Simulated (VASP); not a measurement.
Wanted: the native input for a VASP 6.6.1 run.

```
Task                   : single point
Functional             : PBE
Potentials or basis    : VASP PAW PBE potentials, release 64 (Ag)
Cutoff                 : 500 eV
k mesh                 : 4 × 4 × 4
Occupations            : fermi-dirac, width 0.15 eV
Spin                   : non-collinear spin, zero start, spin-orbit coupling
Starting moments       : [[0, 0, 0]] μB
Dipole correction      : no
Further INCAR settings : ALGO = Normal; EDIFF = 1e-06; NBANDS = 22
```

The structure of Ag lies in POSCAR:

```
Ag
1.0
    0.0000000000      2.0584908600      2.0584908600
    2.0584908600      0.0000000000      2.0584908600
    2.0584908600      2.0584908600      0.0000000000
Ag
1
Direct
    0.0000000000      0.0000000000      0.0000000000
```

One way to write it, as run:

INCAR

```
PREC = Accurate
ENCUT = 500
EDIFF = 1E-6
ISMEAR = -1
SIGMA = 0.15
LREAL = F
LASPH = T
NELM = 200
ALGO = Normal
ISIF = 2
LWAVE = F
LCHARG = T
MAGMOM = 0 0 0
LORBIT = 11
LSORBIT = T
GGA_COMPAT = F
LORBMOM = T
LMAXMIX = 4
GGA = PE
LVHAR = T
NBANDS = 22
```

KPOINTS

```
Automatic mesh
0
Gamma
  4 4 4
```

Potentials or basis: VASP PAW PBE potentials, release 64 (Ag).

Run with:

```bash
$ cat potpaw_PBE.64/Ag/POTCAR > POTCAR
$ mpirun -np 1 vasp_ncl > vasp.out
```

Results of the run:

```
Pressure                                              : 2.9 GPa
Net moment                                            : 0.00 μB per cell
Valence electrons inside the program's atomic spheres : Ag 9.85
```

Caveat: the k points lie up to 0.66 Å⁻¹ apart.

It took 19 s on 1 thread of Intel Xeon 8259CL, with other jobs on the host, peak memory 0.19 GiB.
